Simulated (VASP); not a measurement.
# SiNi3: single point with PBEsol

Crystal: SiNi3.

```
Ni Si
1.0
     3.54200    0.00000    0.00000
     0.00000    3.54200    0.00000
     0.00000    0.00000    3.54200
Ni Si
3 1
Direct
  0.50000 0.50000 0.00000
  0.50000 0.00000 0.50000
  0.00000 0.50000 0.50000
  0.00000 0.00000 0.00000
```

```yaml
Program: VASP 6.6.1
Task: single point
Functional: PBEsol
Potentials_or_basis: VASP PAW PBE potentials, release 64 (Ni, Si)
Cutoff: 520 eV
k_mesh: 4 × 4 × 4
Occupations: fermi-dirac, width 0.05 eV
Spin: collinear spin, ferromagnetic start
Starting_moments: "[1.0, 1.0, 1.0, 0.0] μB"
```

```json
{
  "Pressure": "-13.8 GPa",
  "Band gap on the k mesh": "zero (filled and empty bands overlap)",
  "Net moment": "0.00 μB per cell",
  "Valence electrons inside the program's atomic spheres": "Ni 9.41; Si 1.53"
}
```

Levels at points of the mesh, in eV from the Fermi level:
Spin up:
```tsv
k point	band 13	band 14	band 15	band 16	band 17	band 18	band 19	band 20	band 21	band 22
(0.00, 0.00, 0.00)	-0.89	-0.63	-0.63	-0.34	-0.03	-0.03	-0.03	4.51	6.13	6.13
(0.50, 0.00, 0.00)	-1.32	-1.27	-1.15	-0.57	-0.03	3.46	3.46	4.91	5.12	5.12
(0.50, 0.50, 0.00)	-1.42	-1.41	-1.12	-1.02	-0.97	0.57	0.57	5.39	6.13	7.50
(0.50, 0.50, 0.50)	-1.42	-1.24	-1.24	-0.42	-0.26	-0.26	-0.26	1.05	3.82	3.82
```
Spin down:
```
           k point  band 15  band 16  band 17  band 18  band 19  band 20
(0.00, 0.00, 0.00)    -0.63    -0.34    -0.03    -0.03    -0.03     4.51
(0.50, 0.00, 0.00)    -1.15    -0.57    -0.03     3.46     3.46     4.91
(0.50, 0.50, 0.00)    -1.12    -1.02    -0.97     0.57     0.57     5.39
(0.50, 0.50, 0.50)    -1.24    -0.42    -0.26    -0.26    -0.26     1.05
```

Run time: 32 s on 1 thread of Intel(R) Xeon(R) Platinum 8259CL CPU @ 2.50GHz (Skylake/Cascade Lake), with other jobs on the host, peak memory 0.18 GiB.

Caveat: the k points lie up to 0.44 Å⁻¹ apart; the PAW data sets were made with another functional, which shifts forces and pressure a little.
